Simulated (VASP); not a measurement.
# CdTe: relaxation of cell and atoms with r2SCAN

CdTe:

```
CELL_PARAMETERS angstrom
0.00000 3.25000 3.25000
3.25000 0.00000 3.25000
3.25000 3.25000 0.00000
ATOMIC_POSITIONS crystal
Cd 0.00000 0.00000 0.00000
Te 0.25000 0.25000 0.25000
```

| Item | Value |
| --- | --- |
| Program | VASP 6.6.1 |
| Task | relaxation of cell and atoms |
| Functional | r2SCAN |
| Potentials or basis | VASP PAW PBE potentials, release 64 (Cd, Te) |
| Cutoff | 550 eV |
| k mesh | 8 × 8 × 8 |
| Occupations | gaussian, width 0.02 eV |
| Spin | no spin polarisation |
| Dipole correction | no |
| Further INCAR settings | ALGO = Normal; EDIFF = 1e-07; IBRION = 2; EDIFFG = -0.002; NSW = 100; ISIF = 3 |

```json
{
 "Relaxed volume": "35.32 Å³/atom",
 "Relaxed cell": "a = 4.640 Å, b = 4.640 Å, c = 4.640 Å, α = 60.00°, β = 60.00°, γ = 60.00°",
 "Space group after relaxing (to 0.1 Å)": "F-43m (No. 216)",
 "Energy gained by relaxing": "3.7 meV/atom",
 "Ionic steps": "3",
 "Pressure after relaxing": "0.0 GPa",
 "Band gap on the k mesh": "1.15 eV"
}
```

The path:
```tsv
step	energy change (eV)	largest force (eV/Å)	pressure (GPa)	volume (Å³)
1	0.0000	0.0000	1.23	68.66
2	-0.0067	0.0000	-0.36	71.32
3	-0.0074	0.0000	0.01	70.65
```

Final structure:
```xyz
2
Lattice="0.0000 3.2811 3.2811 3.2811 0.0000 3.2811 3.2811 3.2811 0.0000" Properties=species:S:1:pos:R:3 pbc="T T T"
Cd    0.0000    0.0000    0.0000
Te    1.6406    1.6406    1.6406
```

Levels at points of the mesh, in eV from the valence-band top:
```csv
k point,band 5,band 6,band 7,band 8,band 9,band 10,band 11,band 12,band 13
"(0.00, 0.00, 0.00)",-8.18,-8.18,0.00,0.00,0.00,1.15,5.06,5.06,5.06
"(0.50, 0.00, 0.00)",-8.18,-7.84,-4.28,-0.74,-0.74,2.19,5.60,5.60,7.38
"(0.50, 0.50, 0.00)",-8.16,-7.70,-4.17,-1.78,-1.78,2.96,2.99,9.24,9.62
```

It took 7.6 min on 1 thread of Intel Xeon 8259CL, with other jobs on the host, peak memory 0.25 GiB.

Caveat: the PAW data sets were made with another functional, which shifts forces and pressure a little; spin-orbit coupling is left out, which moves the levels of the heavy elements.
